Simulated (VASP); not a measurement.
# Fe (Im-3m) in VASP: notebook

Runs on Fe. Level: HSE06. Tasks: single point.

Everything below comes from runs of VASP 6.6.1. Logs are shortened: lines on timing, memory, paths and dates and some standing lists are left out, and cuts for length are marked.

## 1. The cell of the first run

Symmetry: Im-3m, No. 229, cubic system. The conventional cell has a = 2.898 Å, b = 2.898 Å, c = 2.898 Å, α = 90.00°, β = 90.00°, γ = 90.00°. Within 3.3 Å of Fe (site symmetry m-3m) lie 14 Fe at 2.51 to 2.90 Å.

## 2. Single point, HSE06, collinear spin, ferromagnetic start

File POSCAR:

```
Fe
1.0
    2.8980000000      0.0000000000      0.0000000000
    0.0000000000      2.8980000000      0.0000000000
    0.0000000000      0.0000000000      2.8980000000
Fe
2
Direct
    0.0000000000      0.0000000000      0.0000000000
    0.5000000000      0.5000000000      0.5000000000
```

File INCAR.step1:

```
PREC = Accurate
ENCUT = 520
EDIFF = 1E-5
ISMEAR = -1
SIGMA = 0.05
LREAL = False
LASPH = True
NELM = 200
ALGO = Normal
ISIF = 2
LWAVE = True
LCHARG = False
ISPIN = 2
MAGMOM = 4 4
LORBIT = 11
LMAXMIX = 4
GGA = PE
NBANDS = 19
GGA_COMPAT = False
```

File INCAR.step2:

```
PREC = Accurate
ENCUT = 520
EDIFF = 1E-6
ISMEAR = -1
SIGMA = 0.05
LREAL = False
LASPH = True
NELM = 200
ALGO = Normal
ISIF = 2
LWAVE = False
LCHARG = False
ISPIN = 2
MAGMOM = 4 4
LORBIT = 11
LMAXMIX = 4
GGA = PE
LHFCALC = True
HFSCREEN = 0.2079
PRECFOCK = Normal
ISTART = 1
NBANDS = 19
GGA_COMPAT = False
```

File KPOINTS:

```
Automatic mesh
0
Gamma
  5 5 5
```

Potentials or basis: VASP PAW PBE potentials, release 64 (Fe).

Started as:

```sh
> cat potpaw_PBE.64/Fe/POTCAR > POTCAR
> cp INCAR.step1 INCAR
> mpirun -np 1 vasp_std > vasp.out
> cp INCAR.step2 INCAR
> mpirun -np 1 vasp_std > vasp.out
```

OUTCAR:

```text
PREC = Accurate
   ENCUT = 520
   EDIFF = 1E-6
   ISMEAR = -1
   LREAL = False
   LASPH = True
   NELM = 200
   ISIF = 2
   ISPIN = 2
   LORBIT = 11
   GGA = PE
   LHFCALC = True
   HFSCREEN = 0.2079
   PRECFOCK = Normal
   ISTART = 1

 ion  position               nearest neighbor table
   1  0.000  0.000  0.000-   2 2.51   2 2.51   2 2.51   2 2.51   2 2.51   2 2.51   2 2.51   2 2.51

   2  0.500  0.500  0.500-   1 2.51   1 2.51   1 2.51   1 2.51   1 2.51   1 2.51   1 2.51   1 2.51

  LATTYP: Found a simple cubic cell.
 ALAT       =     2.8980000000

  Lattice vectors:

 A1 = (   2.8980000000,   0.0000000000,   0.0000000000)
 A2 = (   0.0000000000,   2.8980000000,   0.0000000000)
 A3 = (   0.0000000000,   0.0000000000,   2.8980000000)

Analysis of symmetry for initial positions (statically):
=====================================================================
 Subroutine PRICEL returns following result:

  LATTYP: Found a body centered cubic cell.
 ALAT       =     2.8980000000
[... 12 lines left out ...]
 Subroutine GETGRP returns: Found 48 space group operations
 (whereof 48 operations were pure point group operations)
 out of a pool of 48 trial point group operations.

The static configuration has the point symmetry O_h .

Analysis of symmetry for dynamics (positions and initial velocities):
=====================================================================
 Subroutine PRICEL returns following result:

  LATTYP: Found a body centered cubic cell.
 ALAT       =     2.8980000000
[... 12 lines left out ...]
 Subroutine GETGRP returns: Found 48 space group operations
 (whereof 48 operations were pure point group operations)
 out of a pool of 48 trial point group operations.

The dynamic configuration has the point symmetry O_h .

Analysis of structural, dynamic, and magnetic symmetry:
=====================================================================
 Subroutine PRICEL returns following result:

  LATTYP: Found a body centered cubic cell.
 ALAT       =     2.8980000000
[... 12 lines left out ...]
 Subroutine GETGRP returns: Found 48 space group operations
 (whereof 48 operations were pure point group operations)
 out of a pool of 48 trial point group operations.

The overall configuration has the point symmetry O_h .

 Subroutine INISYM returns: Found 48 space group operations
 (whereof 48 operations are pure point group operations),
 and found     2 'primitive' translations

----------------------------------------------------------------------------------------

                                     Primitive cell

  volume of cell :      12.1693

  direct lattice vectors                    reciprocal lattice vectors
     1.449000000  1.449000000 -1.449000000     0.345065562  0.345065562  0.000000000
    -1.449000000  1.449000000  1.449000000    -0.000000000  0.345065562  0.345065562
     1.449000000 -1.449000000  1.449000000     0.345065562  0.000000000  0.345065562

  length of vectors
     2.509741620  2.509741620  2.509741620     0.487996398  0.487996398  0.487996398

  position of ions in fractional coordinates (direct lattice)
     0.000000000  0.000000000  0.000000000

  ion indices of the primitive-cell ions
   primitive index   ion index
                 1           1

----------------------------------------------------------------------------------------

 KPOINTS: Automatic mesh

Automatic generation of k-mesh.
 Grid dimensions read from file:
 generate k-points for:    5    5    5

 Generating k-lattice:

  Cartesian coordinates                     Fractional coordinates (reciprocal lattice)
     0.069013112  0.000000000  0.000000000     0.200000000  0.000000000  0.000000000
     0.000000000  0.069013112  0.000000000     0.000000000  0.200000000  0.000000000
     0.000000000  0.000000000  0.069013112     0.000000000  0.000000000  0.200000000

  Length of vectors
     0.069013112  0.069013112  0.069013112

  Shift w.r.t. Gamma in fractional coordinates (k-lattice)
     0.000000000  0.000000000  0.000000000

 Subroutine IBZKPT returns following result:
 ===========================================

 Found     10 irreducible k-points:

 Following reciprocal coordinates:
            Coordinates               Weight
  0.000000  0.000000  0.000000      1.000000
  0.200000  0.000000  0.000000      6.000000
  0.400000  0.000000  0.000000      6.000000
  0.200000  0.200000  0.000000     12.000000
  0.400000  0.200000  0.000000     24.000000
  0.400000  0.400000  0.000000     12.000000
  0.200000  0.200000  0.200000      8.000000
  0.400000  0.200000  0.200000     24.000000
  0.400000  0.400000  0.200000     24.000000
  0.400000  0.400000  0.400000      8.000000
   k-points           NKPTS =     10   k-points in BZ     NKDIM =    125   number of bands    NBANDS=     19
   number of dos      NEDOS =    301   number of ions     NIONS =      2
   total plane-waves  NPLWV =  13824
   dimension x,y,z NGX =    24 NGY =   24 NGZ =   24
   dimension x,y,z NGXF=    48 NGYF=   48 NGZF=   48
   ions per type =               2
   NGX,Y,Z   is equivalent  to a cutoff of  13.77, 13.77, 13.77 a.u.
   NGXF,Y,Z  is equivalent  to a cutoff of  27.54, 27.54, 27.54 a.u.
 SYSTEM =  unknown system
   PREC   = accura    normal or accurate (medium, high low for compatibility)
   ISTART =      1    job   : 0-new  1-cont  2-samecut
   ICHARG =      0    charge: 1-file 2-atom 10-const
   ISPIN  =      2    spin polarized calculation?
   LNONCOLLINEAR =      F non collinear calculations
   LSORBIT =      F    spin-orbit coupling
   LASPH  =      T    aspherical Exc in radial PAW
   ENCUT  =  520.0 eV  38.22 Ry    6.18 a.u.   5.39  5.39  5.39*2*pi/ulx,y,z
   NELM   =    200;   NELMIN=  2; NELMDL=  0     # of ELM steps
   EDIFF  = 0.1E-05   stopping-criterion for ELM
   LREAL  =      F    real-space projection
   EDIFFG = 0.1E-04   stopping-criterion for IOM
   NSW    =      0    number of steps for IOM
   IBRION =     -1    ionic relax: 0-MD 1-quasi-New 2-CG
   NFREE  =      0    steps in history (QN), initial steepest desc. (CG)
   ISIF   =      2    stress and relaxation
   ISYM   =      3    0-nonsym 1-usesym 2-fastsym
   POTIM  = 0.5000    time-step for ionic-motion
   TEBEG  =    0.0;   TEEND  =   0.0 temperature during run
   PSTRESS=    0.0 pullay stress
   NELECT =      16.0000    total number of electrons
   NUPDOWN=      -1.0000    fix difference up-down
   EMIN   =  10.00;   EMAX   =-10.00  energy-range for DOS
   EFERMI =   0.00;   METHOD = LEGACY
   ISMEAR =    -1;   SIGMA  =   0.05  broadening in eV -4-tet -1-fermi 0-gaus
   EFERMI_NEDOS =   21; number of points for ismear=-14 and -15
   IALGO  =     38    algorithm
   IMIX   =      1    mixing-type and parameters
     AMIX     =   0.40;   BMIX     =  1.00
     AMIX_MAG =   1.60;   BMIX_MAG =  1.00
  volume/ion in A,a.u.               =      12.17        82.12
  Fermi-wavevector in a.u.,A,eV,Ry     =   1.423475  2.689977 27.569219  2.026280
  Thomas-Fermi vector in A             =   2.544068
   LORBIT       =     11    0 simple, 1 ext, 2 COOP (PROOUT), +10 PAW based schemes
   GGA     = PE    functional components
   LHFCALC =     T    Hartree Fock is set to
   PRECFOCK=normal    Normal, Fast or Accurate (Low or Medium for compatibility)
   ENCUT4O =  -1.0   cutoff for four orbital integrals eV
   NKREDX  =     1    reduce k-point grid by
   NKREDY  =     1    reduce k-point grid by
   NKREDZ  =     1    reduce k-point grid by
   AEXX    =    0.2500 exact exchange contribution
   HFSCREEN=    0.2079 screening length (either q_TF or 0.3 A-1)
   HFSCREENC=   0.2079 screening length for correlation (either q_TF or 0.3 A-1)
   ENCUTFOCK=  -1.0 apply spherical cutoff to Coloumb kernel
   IVDW    =     0    specifies the selected vdW correction
   LEPSILON=     F    determine dielectric tensor
   LRPA    =     F    only Hartree local field effects (RPA)
 spin polarized calculation
  energy-cutoff  :      520.00
  volume of cell :       24.34
 maximum number of plane-waves:       691
 NGX is ok and might be reduce to    24
  NGX = 18; NGY = 18; NGZ = 18

 number of electron      15.9999983 magnetization       5.4914815

 Free energy of the ion-electron system (eV)
  ---------------------------------------------------
  ext. energy  EPLUGINS =         0.00000000
  ---------------------------------------------------
  free energy    TOTEN  =       -23.11543988 eV

  energy without entropy =      -23.10960271  energy(sigma->0) =      -23.11252130

 E-fermi :   5.4618     XC(G=0): -10.3596

 val. band max:        5.4357702018   @ k =   0.2000   0.2000   0.2000
 cond. band min:       5.6880786642   @ k =   0.4000   0.2000   0.0000
 fundamental gap:      0.2523084623
 Fermi energy:         5.4618470056

 spin component 1

 k-point     1 :       0.0000    0.0000    0.0000
  band No.  band energies     occupation
      1      -3.7749      1.00000
      2      -1.6333      1.00000
      3      -1.6333      1.00000
      4       0.4140      1.00000
      5       0.4140      1.00000
      6       0.4140      1.00000
[... 196 lines left out ...]
      5       0.1425      1.00000
      6       0.3351      1.00000
[... 11 lines left out ...]
     18      20.3271      0.00000
     19      38.0966      0.00000
 Fermi energy:         5.4618470056

 spin component 2

 k-point     1 :       0.0000    0.0000    0.0000
  band No.  band energies     occupation
      1      -4.4534      1.00000
      2       2.6324      1.00000
      3       2.6325      1.00000
      4       6.2268      0.00000
      5       6.2269      0.00000
      6       6.2269      0.00000
[... 197 lines left out ...]
      6       3.6021      1.00000
[... 11 lines left out ...]
     18      20.9952      0.00000
     19      37.7906      0.00000

------------------------ aborting loop because EDIFF is reached ----------------------------------------

  FORCE on cell =-STRESS in cart. coord.  units (eV):
  Direction    XX          YY          ZZ          XY          YZ          ZX
  --------------------------------------------------------------------------------------
  -------------------------------------------------------------------------------------
  Total       -0.1714187     -0.1714187     -0.1714187     -0.0000000      0.0000000     -0.0000000
  in kB      -11.2842741    -11.2842741    -11.2842741     -0.0000000      0.0000000     -0.0000000
  external PRESSURE =     -11.2842741 kB  Pullay stress =       0.0000000 kB

 VOLUME and BASIS-vectors are now :
 -----------------------------------------------------------------------------
  energy-cutoff  :      520.00
  volume of cell :       24.34
      direct lattice vectors                 reciprocal lattice vectors
     2.898000000  0.000000000  0.000000000     0.345065562  0.000000000  0.000000000
     0.000000000  2.898000000  0.000000000     0.000000000  0.345065562  0.000000000
     0.000000000  0.000000000  2.898000000     0.000000000  0.000000000  0.345065562

 POSITION                                       TOTAL-FORCE (eV/Angst)
 -----------------------------------------------------------------------------------
      0.00000      0.00000      0.00000         0.000000     -0.000000      0.000000
      1.44900      1.44900      1.44900        -0.000000      0.000000     -0.000000
 -----------------------------------------------------------------------------------
    total drift:                               -0.000052      0.000001      0.000141

  FREE ENERGIE OF THE ION-ELECTRON SYSTEM (eV)
  ---------------------------------------------------
  free  energy   TOTEN  =       -23.1154398824 eV

  energy  without entropy=      -23.1096027088  energy(sigma->0) =      -23.11252130

 total charge

# of ion       s       p       d       tot
------------------------------------------
    1        0.470   0.519   6.173   7.161
    2        0.470   0.519   6.173   7.161
--------------------------------------------------
tot          0.940   1.038  12.345  14.323

 magnetization (x)

# of ion       s       p       d       tot
------------------------------------------
    1       -0.043  -0.166   3.042   2.832
    2       -0.043  -0.166   3.042   2.832
--------------------------------------------------
tot         -0.087  -0.333   6.083   5.663
```

Run time: 56 min. Hardware: 1 thread of Intel Xeon Platinum 8375C at 2.90GHz (Ice Lake), shared host; peak memory 0.26 GiB.

What came out:

```yaml
Free_energy: -23.1154 eV
Pressure: -1.1 GPa
Net_moment: 5.49 μB per cell
Site_moments: Fe +2.83 μB
Valence_electrons_inside_the_program's_atomic_spheres: Fe 7.16
```

Levels at points of the mesh, in eV from the Fermi level:
Spin up:
```
           k point  band 8  band 9  band 10  band 11  band 12  band 13  band 14  band 15
(0.00, 0.00, 0.00)   -3.91   -2.80    -2.80    -2.80    10.09    10.09    10.09    15.50
```
Spin down:
```
           k point  band 3  band 4  band 5  band 6  band 7  band 8
(0.00, 0.00, 0.00)   -2.83    0.76    0.77    0.77    3.60    3.60
```

Caveat: the k points lie up to 0.43 Å⁻¹ apart; the PAW data sets were made with another functional, which shifts forces and pressure a little.

## 3. Single point, HSE06, collinear spin, ferromagnetic start

POSCAR is that of step 2.

File INCAR.step1:

```
  PREC = Accurate
  ENCUT = 520
  EDIFF = 1E-5
  ISMEAR = -1
  SIGMA = 0.05
  LREAL = F
  LASPH = T
  NELM = 200
  ALGO = Normal
  ISIF = 2
  LWAVE = T
  LCHARG = F
  ISPIN = 2
  MAGMOM = 1.6 1.6
  LORBIT = 11
  LMAXMIX = 4
  GGA = PE
  NBANDS = 19
  GGA_COMPAT = F
```

File INCAR.step2:

```
  PREC = Accurate
  ENCUT = 520
  EDIFF = 1E-6
  ISMEAR = -1
  SIGMA = 0.05
  LREAL = F
  LASPH = T
  NELM = 200
  ALGO = Normal
  ISIF = 2
  LWAVE = F
  LCHARG = F
  ISPIN = 2
  MAGMOM = 1.6 1.6
  LORBIT = 11
  LMAXMIX = 4
  GGA = PE
  LHFCALC = T
  HFSCREEN = 0.2079
  PRECFOCK = Normal
  ISTART = 1
  NBANDS = 19
  GGA_COMPAT = F
```

KPOINTS is that of step 2.

Potentials or basis: VASP PAW PBE potentials, release 64 (Fe).

Started as:

```sh
> cat potpaw_PBE.64/Fe/POTCAR > POTCAR
> cp INCAR.step1 INCAR
> mpirun -np 1 vasp_std > vasp.out
> cp INCAR.step2 INCAR
> mpirun -np 1 vasp_std > vasp.out
```

Wall time 57 min (1 thread of Intel Xeon 8259CL, shared host); peak memory 0.26 GiB.

Results (log left out):

```yaml
Free_energy: -23.1154 eV
Pressure: -1.1 GPa
Net_moment: 5.49 μB per cell
Site_moments: Fe +2.83 μB
Valence_electrons_inside_the_program's_atomic_spheres: Fe 7.16
```

Levels at points of the mesh, in eV from the Fermi level:
Spin up:
```tsv
k point	band 8	band 9	band 10	band 11	band 12	band 13	band 14	band 15
(0.00, 0.00, 0.00)	-3.91	-2.80	-2.80	-2.80	10.09	10.09	10.09	15.50
```
Spin down:
| k point | band 2 | band 3 | band 4 | band 5 | band 6 | band 7 | band 8 | band 9 |
| --- | --- | --- | --- | --- | --- | --- | --- | --- |
| (0.00, 0.00, 0.00) | -2.83 | -2.83 | 0.76 | 0.77 | 0.77 | 3.60 | 3.60 | 3.90 |

Caveat: the k points lie up to 0.43 Å⁻¹ apart; the PAW data sets were made with another functional, which shifts forces and pressure a little.
